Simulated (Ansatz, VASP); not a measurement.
**Sb: VASP beside Ansatz**

File INCAR:

```
  PREC = Accurate
  ENCUT = 520
  EDIFF = 1E-6
  ISMEAR = -1
  SIGMA = 0.05
  LREAL = F
  LASPH = T
  NELM = 80
  ALGO = Normal
  ISIF = 2
  LWAVE = F
  LCHARG = F
  GGA = PE
  NBANDS = 8
```

The input KPOINTS:

```
Automatic mesh
0
Gamma
  13 13 13
```

File POSCAR:

```
Sb
1.0
    3.1600000000      0.0000000000      0.0000000000
    0.0000000000      3.1600000000      0.0000000000
    0.0000000000      0.0000000000      3.2232000000
Sb
1
Direct
    0.0000000000      0.0000000000      0.0000000000
```

Input for Ansatz:

```yaml
crystal:
  lattice:
    - [3.16, 0.0, 0.0]
    - [0.0, 3.16, 0.0]
    - [0.0, 0.0, 3.2232]
  atoms:
    - { symbol: Sb, position: [0.0, 0.0, 0.0] }
kpoints:
  mp_grid: { grid: [13, 13, 13] }
  band_path:
    path:
      - [0.0, 0.0, 0.0]
      - [0.0, 0.5, 0.0]
      - [0.5, 0.5, 0.0]
      - [0.0, 0.0, 0.0]
      - [0.0, 0.0, 0.5]
      - [0.0, 0.5, 0.5]
      - [0.5, 0.5, 0.5]
      - [0.0, 0.0, 0.5]
      - [0.0, 0.5, 0.0]
    npoints: 5
scf:
  occupations: { method: fermi_dirac, width: 0.05 }
hamiltonian:
  xc: pbe
  pseudopotentials: { kind: all_electron, lapw: { basis_error: 0.001 } }
output:
  forces: true
  stress: true
  eigenvalues: true
```

Change from the starting cell: zz strain of +2 %.

Alike in both runs: task single point; functional PBE; k mesh 13 × 13 × 13; occupations fermi-dirac, width 0.05 eV; no spin polarisation.

```csv
,VASP,Ansatz
version,VASP 6.6.1,Ansatz 0.2.0
potentials or method,"VASP PAW PBE potentials, release 64 (Sb), cutoff 520 eV","all-electron LAPW, scalar-relativistic"
```

Ansatz gave:

```
pressure (GPa)                                                : -3.3
traceless stress, the component that is largest in VASP (GPa) : -1.70
```

**Question.** Which values does VASP return?

**Answer.** Pressure (GPa): -3.3; traceless stress, the component that is largest in VASP (GPa): -1.71.

Ansatz ran all-electron here, and VASP with PAW potentials.

Neither program's run includes spin-orbit coupling.
